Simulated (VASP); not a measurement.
Mg3Ti: single point with PBE

Crystal: Mg3Ti.

```
CELL_PARAMETERS angstrom
-2.20097 2.20097 4.37757
2.20097 -2.20097 4.37757
2.20097 2.20097 -4.37757
ATOMIC_POSITIONS crystal
Ti 0.00000 0.00000 0.00000
Mg 0.75000 0.25000 0.50000
Mg 0.25000 0.75000 0.50000
Mg 0.50000 0.50000 0.00000
```

* Program: VASP 6.6.1
* Task: single point
* Functional: PBE
* Potentials or basis: VASP PAW PBE potentials, release 64 (Ti_sv, Mg)
* Cutoff: 520 eV
* k mesh: 9 × 9 × 9
* Occupations: fermi-dirac, width 0.05 eV
* Spin: no spin polarisation
* Dipole correction: no
* Further INCAR settings: ALGO = Fast; EDIFF = 1e-06; NBANDS = 17

The pressure is -0.7 GPa. The band gap on the k mesh is zero (band 9 reaches 4.02 eV, above the bottom of band 10 at 2.92 eV).

Stress tensor (GPa, compression positive):
```
-0.37  0.00  0.00
 0.00 -0.37  0.00
 0.00  0.00 -1.27
```

Levels at points of the mesh, in eV from the Fermi level:
```tsv
k point	band 7	band 8	band 9	band 10	band 11	band 12
(0.00, 0.00, 0.00)	-0.51	-0.28	-0.27	0.55	0.63	2.54
```

Run time: 4.2 min on 1 thread of AMD EPYC 7R13 Processor (Zen 3), on a shared host, peak memory 0.28 GiB.
